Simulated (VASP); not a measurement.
# Mg2CdSe3: single point with PBE

The system is Mg2CdSe3.

```xyz
6
Lattice="4.2041 0.0000 0.0000 -2.1020 3.6409 0.0000 0.0000 0.0000 10.2642" Properties=species:S:1:pos:R:3 pbc="T T T"
Mg    2.1020    1.2136    3.4410
Mg    0.0000    2.4272    6.7867
Cd    0.0000    0.0000    0.0297
Se    0.0000    0.0000    2.6546
Se    2.1020    1.2136    5.9876
Se    0.0000    2.4272    9.3269
```

This cell differs from its parent crystal: volume scaled by 0.94, then relaxed in part.

- Program: VASP 6.6.1
- Task: single point
- Functional: PBE
- Potentials or basis: VASP PAW PBE potentials, release 64 (Mg, Cd, Se)
- Cutoff: 520 eV
- k mesh: 6 × 6 × 4
- Occupations: gaussian, width 0.02 eV
- Spin: no spin polarisation

```
Pressure               : 3.2 GPa
Largest force          : 0.039 eV/Å
Band gap on the k mesh : 1.65 eV, direct
```

Forces on the atoms (eV/Å):
```
Mg   0.000  0.000  0.001
Mg   0.000  0.000  0.001
Cd   0.000  0.000  0.001
Se   0.000  0.000  0.036
Se   0.000  0.000  0.001
Se   0.000  0.000 -0.039
```

Levels at points of the mesh, in eV from the valence-band top:
```csv
k point,band 13,band 14,band 15,band 16,band 17,band 18,band 19,band 20,band 21,band 22
"(0.00, 0.00, 0.00)",-0.80,-0.80,-0.29,0.00,0.00,1.65,3.32,3.69,6.30,6.44
"(0.50, 0.00, 0.00)",-1.72,-1.64,-1.45,-1.22,-0.89,2.98,3.77,4.34,4.38,5.72
"(0.00, 0.00, 0.50)",-1.00,-0.76,-0.76,-0.02,-0.02,2.50,3.13,3.58,5.96,6.42
"(0.50, 0.00, 0.50)",-1.99,-1.64,-1.47,-0.82,-0.74,3.21,3.50,3.83,4.93,5.24
```

Wall time 50 s on 1 thread of Intel(R) Xeon(R) 6975P-C (Granite Rapids), on a shared host, peak memory 0.32 GiB.

 A k mesh can miss the band edges.
